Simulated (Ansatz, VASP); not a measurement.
**Cu2O: VASP beside Ansatz**

```
Cu O
1.0
     4.29895    0.00000    0.00000
     0.00000    4.29895    0.00000
     0.00000    0.00000    4.29895
Cu O
4 2
Direct
  0.25000 0.25000 0.75000
  0.75000 0.25000 0.25000
  0.25000 0.75000 0.25000
  0.75000 0.75000 0.75000
  0.50000 0.50000 0.50000
  0.00000 0.00000 0.00000
```

Alike in both runs: functional PBE; k mesh 8 × 8 × 8; occupations gaussian, width 0.02 eV; no spin polarisation.

Ansatz relaxed the structure, and its values are those at the end. VASP's run is a single point on that final structure, the one shown.

|  | VASP | Ansatz |
| --- | --- | --- |
| version | VASP 6.6.1 | Ansatz 0.2.0 |
| potentials or method | VASP PAW PBE potentials, release 64 (Cu, O), cutoff 600 eV | scalar-relativistic, plane waves, PAW |
| valence electrons in the cell | 56 | 88 |

VASP gave:

* gap on the k mesh at the Fermi level (eV): 0.48
* least direct gap on the mesh (eV): 0.48
* pressure (GPa): 0.6

Task: Estimate Ansatz's values.

Result: gap on the k mesh at the Fermi level (eV): 0.47; least direct gap on the mesh (eV): 0.47; pressure (GPa): 0.0.

VASP's potentials hold 56 valence electrons a cell and Ansatz's 88, so a difference there can come from the potentials and not from the codes.
